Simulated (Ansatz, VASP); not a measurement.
This is a calculation of HfO2 for VASP 6.6.1.

The input INCAR:

```
PREC = Accurate ; ENCUT = 520
EDIFF = 1E-7 ; ISMEAR = -1
SIGMA = 0.05 ; LREAL = False
LASPH = True ; NELM = 60
ALGO = Normal ; ISIF = 2
LWAVE = False ; LCHARG = False
GGA = VW ; NBANDS = 56
```

The input KPOINTS:

```
regular mesh
0
Gamma
  5 6 5
```

Contents of POSCAR:

```
HfO2
1.0
    5.2194633600      0.0000000000      0.0000000000
    0.0000000000      5.0047636900      0.0000000000
    0.0000000000      0.0000000000      5.0326850500
Hf O
4 8
Direct
    0.9669940000      0.7325208200      0.7414403500
    0.5330060000      0.7325208200      0.2414403500
    0.4669940000      0.2674791800      0.7414403500
    0.0330060000      0.2674791800      0.2414403500
    0.6321274500      0.9286454000      0.8792672600
    0.8678725500      0.9286454000      0.3792672600
    0.2339485200      0.5398830500      0.4922923900
    0.2660514800      0.5398830500      0.9922923900
    0.7660514800      0.4601169500      0.9922923900
    0.7339485200      0.4601169500      0.4922923900
    0.1321274500      0.0713546000      0.8792672600
    0.3678725500      0.0713546000      0.3792672600
```

Potentials or basis: VASP PAW PBE potentials, release 64 (Hf_pv, O).

Run with:

```bash
$ cat potpaw_PBE.64/Hf_pv/POTCAR potpaw_PBE.64/O/POTCAR > POTCAR
$ mpirun -np 1 vasp_std > vasp.out
```

**Question.** Set up the same calculation for Ansatz 0.2.0. Potentials there: Ansatz PAW.

**Answer.** As run (the cutoff follows the program's own potentials):

The input input.yaml:

```yaml
crystal:
  lattice:
    - [5.21946336, 0.0, 0.0]
    - [0.0, 5.00476369, 0.0]
    - [0.0, 0.0, 5.03268505]
  atoms:
    - { symbol: Hf, position: [0.966994, 0.73252082, 0.74144035] }
    - { symbol: Hf, position: [0.533006, 0.73252082, 0.24144035] }
    - { symbol: Hf, position: [0.466994, 0.26747918, 0.74144035] }
    - { symbol: Hf, position: [0.033006, 0.26747918, 0.24144035] }
    - { symbol: O, position: [0.63212745, 0.9286454, 0.87926726] }
    - { symbol: O, position: [0.86787255, 0.9286454, 0.37926726] }
    - { symbol: O, position: [0.23394852, 0.53988305, 0.49229239] }
    - { symbol: O, position: [0.26605148, 0.53988305, 0.99229239] }
    - { symbol: O, position: [0.76605148, 0.46011695, 0.99229239] }
    - { symbol: O, position: [0.73394852, 0.46011695, 0.49229239] }
    - { symbol: O, position: [0.13212745, 0.0713546, 0.87926726] }
    - { symbol: O, position: [0.36787255, 0.0713546, 0.37926726] }
hamiltonian:
  xc: { exchange: slater, correlation: vwn5 }
  pseudopotentials: { kind: paw }
kpoints:
  mp_grid: { grid: [5, 6, 5] }
scf:
  occupations: { method: fermi_dirac, width: 0.05 }
output:
  forces: true
  stress: true
  eigenvalues: true
```

Potentials or basis: Ansatz PAW.

Launch:

```bash
$ ansatz run input.yaml --threads 2 --pin off --max-ram 5120MiB --backend cpu --events-out ev --progress --plain --runs-dir out
```

Both were run:

|  | VASP | Ansatz | Ansatz less VASP |
| --- | --- | --- | --- |
| gap on the k mesh at the Fermi level (eV) | 4.26 | 4.30 | +0.039 |
| least direct gap on the mesh (eV) | 4.47 | 4.50 | +0.030 |
| pressure (GPa) | -8.1 | -5.1 | +2.94 |
| traceless stress, the component that is largest in VASP (GPa) | -0.08 | 0.01 | +0.089 |
| rms of the force components (eV/Å) | 0.050 | 0.046 | -0.0040 |

VASP's potentials were made for PBE, not for SVWN5. Atom by atom the forces differ by 0.026 eV/Å (rms over components). The functional is the same, so the differences come from potentials, cutoffs and numerics. VASP's potentials hold 88 valence electrons a cell and Ansatz's 152, so a difference there can come from the potentials and not from the codes.

Spin-orbit coupling is off throughout. Noted on Ansatz's run: Pulay correction over one GPa; odd divisions of the mesh miss points on the zone boundary, where band edges often lie, so the gap on the mesh can be too wide.
